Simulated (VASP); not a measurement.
Here is a VASP 6.6.1 calculation.

INCAR

```
SYSTEM = TiRh
PREC = Accurate
ENCUT = 620
EDIFF = 1E-6
ISMEAR = -1
SIGMA = 0.01
LREAL = .FALSE.
LASPH = .TRUE.
NELM = 120
ALGO = Normal
ISIF = 2
LWAVE = .FALSE.
LCHARG = .FALSE.
GGA = CA
NBANDS = 22
GGA_COMPAT = .FALSE.
```

The input KPOINTS:

```
Automatic mesh
0
Gamma
  6 6 5
  0.5 0.5 0
```

Contents of POSCAR:

```
TiRh
1.0
    2.9880000000      0.0000000000      0.0000000000
    0.0000000000      2.9880000000      0.0000000000
    0.0000000000      0.0000000000      3.3500000000
Ti Rh
1 1
Direct
    0.5000000000      0.5000000000      0.5000000000
    0.0000000000      0.0000000000      0.0000000000
```

Potentials or basis: VASP PAW LDA potentials, release 64 (Ti_sv, Rh_sv_GW).

Run with:

```sh
$ cat potpaw_LDA.64/Ti_sv/POTCAR potpaw_LDA.64/Rh_sv_GW/POTCAR > POTCAR
$ mpirun -np 1 vasp_std > vasp.out
```

Task: Estimate the band gap on the k mesh.

Result: Zero (an odd number of electrons rules out a gap without spin polarisation).

Task: Predict the pressure.

Result: -11.9 GPa.

Stress tensor (GPa, compression positive):
```
-13.92   0.00   0.00
  0.00 -13.92   0.00
  0.00   0.00  -7.75
```

Caveat: the k points lie up to 0.38 Å⁻¹ apart, too coarse for converged energies and pressures of a metal.
